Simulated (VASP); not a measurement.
A run of VASP 6.6.1 is set up as follows.

Contents of INCAR:

```
SYSTEM = ScNb
  PREC = Accurate
  ENCUT = 500
  EDIFF = 1E-6
  ISMEAR = -1
  SIGMA = 0.06802846561497
  LREAL = .False.
  LASPH = .True.
  NELM = 200
  ALGO = Normal
  ISIF = 2
  LWAVE = .False.
  LCHARG = .False.
  ISPIN = 2
  MAGMOM = 0 0
  LORBIT = 11
  LMAXMIX = 4
  GGA = PE
  NBANDS = 23
  GGA_COMPAT = .False.
```

File KPOINTS:

```
Automatic mesh
0
Gamma
  3 3 1
  0 0 0
```

The input POSCAR:

```
ScNb
1.0
    3.0656443612      0.0000000000      0.0000000000
   -1.5328221806      2.6549258957      0.0000000000
    0.0000000000      0.0000000000      5.0721940000
Sc Nb
1 1
Direct
    0.0000000000      0.0000000000      0.0000000000
    0.3333333333      0.6666666667      0.5985766712
```

Potentials or basis: VASP PAW PBE potentials, release 64 (Sc_sv, Nb_sv).

Run with:

```sh
$ cat potpaw_PBE.64/Sc_sv/POTCAR potpaw_PBE.64/Nb_sv/POTCAR > POTCAR
$ mpirun -np 1 vasp_std > vasp.out
```

**Question.** Estimate the net moment.

**Answer.** 0.00 μB per cell.

**Question.** Estimate the band gap on the k mesh.

**Answer.** Zero (filled and empty bands overlap).

**Question.** Predict the largest force.

**Answer.** 4.379 eV/Å.

**Question.** Predict the pressure.

**Answer.** 9.2 GPa.

Forces on the atoms (eV/Å):
```
Sc   0.000  0.000  4.379
Nb   0.000  0.000 -4.379
```

Caveat: the k points lie up to 1.24 Å⁻¹ apart; forces of over 1 eV/Å act on the atoms, so gaps and moduli don't describe the material at rest.
